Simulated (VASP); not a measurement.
Set up this calculation in VASP 6.6.1, as the native input.

- Task: single point
- Functional: LDA
- Potentials or basis: VASP PAW LDA potentials, release 64 (Co)
- Cutoff: 520 eV
- k mesh: 19 × 19 × 10
- Occupations: fermi-dirac, width 0.08 eV
- Spin: collinear spin, ferromagnetic start
- Starting moments: [1.7, 1.7] μB
- Dipole correction: no
- Further INCAR settings: ALGO = Normal; EDIFF = 1e-06; NBANDS = 20

The structure of Co lies in POSCAR:

```
Co
1.0
    2.3559210157      0.0000000000      0.0000000000
   -1.1779605079      2.0402874489      0.0000000000
    0.0000000000      0.0000000000      3.7968980213
Co
2
Direct
    0.3333333333      0.6666666667      0.2500000000
    0.6666666667      0.3333333333      0.7500000000
```

One way to write it, as run:

INCAR

```
SYSTEM = Co
PREC = Accurate
ENCUT = 520
EDIFF = 1E-6
ISMEAR = -1
SIGMA = 0.08
LREAL = .FALSE.
LASPH = .TRUE.
NELM = 150
ALGO = Normal
ISIF = 2
LWAVE = .FALSE.
LCHARG = .TRUE.
ISPIN = 2
MAGMOM = 1.7 1.7
LORBIT = 11
LMAXMIX = 4
LELF = .TRUE.
LVHAR = .TRUE.
NBANDS = 20
```

KPOINTS

```
Automatic mesh
0
G
  19 19 10
  0 0 0
```

Potentials or basis: VASP PAW LDA potentials, release 64 (Co).

Launch:

```console
$ cat potpaw_LDA.64/Co/POTCAR > POTCAR
$ mpirun -np 1 vasp_std > vasp.out
```

Results of the run:

```json
{
 "Pressure": "26.1 GPa",
 "Net moment": "2.37 μB per cell",
 "Site moments": "Co +1.17 μB",
 "Valence electrons inside the program's atomic spheres": "Co 8.68"
}
```

It took 2 min on 1 thread of Intel Xeon 6975P-C (shared host), peak memory 0.23 GiB.
